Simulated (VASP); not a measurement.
A run of VASP 6.6.1:

The input INCAR:

```
PREC     = Accurate       # precision mode
ENCUT    = 600            # plane-wave cutoff, eV
EDIFF    = 1E-7           # SCF threshold, eV
ISMEAR   = 0              # smearing method
SIGMA    = 0.02           # smearing width, eV
LREAL    = F              # projectors in reciprocal space
LASPH    = T              # aspherical terms in the spheres
NELM     = 60             # most SCF steps
ALGO     = Normal         # electronic algorithm
ISIF     = 3              # what is computed and relaxed
LWAVE    = F              # write WAVECAR
LCHARG   = F              # write CHGCAR
GGA      = PE             # functional
IBRION   = 2              # ionic algorithm
NSW      = 100            # ionic steps
EDIFFG   = -0.01          # ionic threshold
```

KPOINTS

```
Automatic mesh
0
Gamma
  6 6 4
```

Contents of POSCAR:

```
Al5InAs6
1.0
    7.0865127000      0.0000000000      0.0000000000
   -3.5432563000      6.1371000000      0.0000000000
    0.0000000000      0.0000000000      6.7247279000
Al In As
5 1 6
Direct
    0.3383250000      0.3383250000      0.0002950000
    0.0000000000      0.6616750000      0.0002950000
    0.6616750000      0.0000000000      0.0002950000
    0.6666667000      0.3333333000      0.5008870000
    0.3333333000      0.6666667000      0.5008870000
    0.0000000000      0.0000000000      0.5018170000
    0.3527930000      0.3527930000      0.3697590000
    0.0000000000      0.6472070000      0.3697590000
    0.6472070000      0.0000000000      0.3697590000
    0.6666667000      0.3333333000      0.8718450000
    0.3333333000      0.6666667000      0.8718450000
    0.0000000000      0.0000000000      0.8985550000
```

Potentials or basis: VASP PAW PBE potentials, release 64 (Al, In_d, As).

Launch:

```console
$ cat potpaw_PBE.64/Al/POTCAR potpaw_PBE.64/In_d/POTCAR potpaw_PBE.64/As/POTCAR > POTCAR
$ mpirun -np 1 vasp_std > vasp.out
```

Hardware: 1 thread of Intel(R) Xeon(R) Platinum 8375C CPU @ 2.90GHz (Ice Lake), on a shared host.

**Question.** How long does it take, and how much memory?

**Answer.** It took 15 min on 1 thread of Intel(R) Xeon(R) Platinum 8375C CPU @ 2.90GHz (Ice Lake) (shared host), peak memory 0.63 GiB. Counts: scf iterations 25, k points 24, ion steps 2.
